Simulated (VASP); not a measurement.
Here is a VASP 6.6.1 calculation.

Contents of INCAR:

```
  ALGO = Normal
  EDIFF = 1E-6
  ENCUT = 680
  GGA = PS
  GGA_COMPAT = False
  ISIF = 2
  ISMEAR = -1
  LASPH = True
  LCHARG = False
  LREAL = False
  LWAVE = False
  NBANDS = 30
  NELM = 120
  PREC = Accurate
  SIGMA = 0.1
```

The input KPOINTS:

```
k-points
0
Gamma
  11 11 15
```

The input POSCAR:

```
Mn
1.0
    3.6961457634      0.0000000000      0.0000000000
   -1.8480728817      3.2009561272      0.0000000000
    0.0000000000      0.0000000000      2.3200010855
Mn
3
Direct
    0.0000000000      1.0000000000      0.0000000000
    0.3333333333      0.6666666667      0.5000000000
    0.6666666667      0.3333333333      0.5000000000
```

Potentials or basis: VASP PAW PBE potentials, release 64 (Mn_sv).

Command:

```bash
$ cat potpaw_PBE.64/Mn_sv/POTCAR > POTCAR
$ mpirun -np 1 vasp_std > vasp.out
```

(1) What does it give for the band gap on the k mesh?

(2) Estimate the pressure.

## Answers

(1) zero (an odd number of electrons rules out a gap without spin polarisation).

(2) 48.8 GPa.

Caveat: the cell stands under pressure; the PAW data sets were made with another functional, which shifts forces and pressure a little; the run has no spin polarisation, though such a crystal can be magnetic.
